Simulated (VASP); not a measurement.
C: single point with PBEsol

The system is C, a slab with vacuum.

```xyz
2
Lattice="2.4715 -0.0503 0.0738 -1.2793 2.2159 0.0000 0.2561 0.1478 9.1893" Properties=species:S:1:pos:R:3 pbc="T T T"
C    -0.0012    1.4766    0.0813
C     1.1934    0.6890   -0.0075
```

This cell differs from its parent crystal: strained and its atoms moved.

- Program: VASP 6.6.1
- Task: single point
- Functional: PBEsol
- Potentials or basis: VASP PAW PBE potentials, release 64 (C)
- Cutoff: 520 eV
- k mesh: 18 × 18 × 4
- Occupations: gaussian, width 0.1 eV
- Spin: no spin polarisation

* Largest force: 3.289 eV/Å

Forces on the atoms (eV/Å):
```
C   -2.286 -1.320 -1.963
C    2.286  1.320  1.963
```

Wall time 2.4 min on 1 thread of Intel(R) Xeon(R) Platinum 8375C CPU @ 2.90GHz (Ice Lake), with other jobs on the host, peak memory 0.27 GiB.

Caveat: the cell differs from its parent crystal (strained and its atoms moved); there is no dipole correction, which matters where the two faces differ; the PAW data sets were made with another functional, which shifts forces and pressure a little.
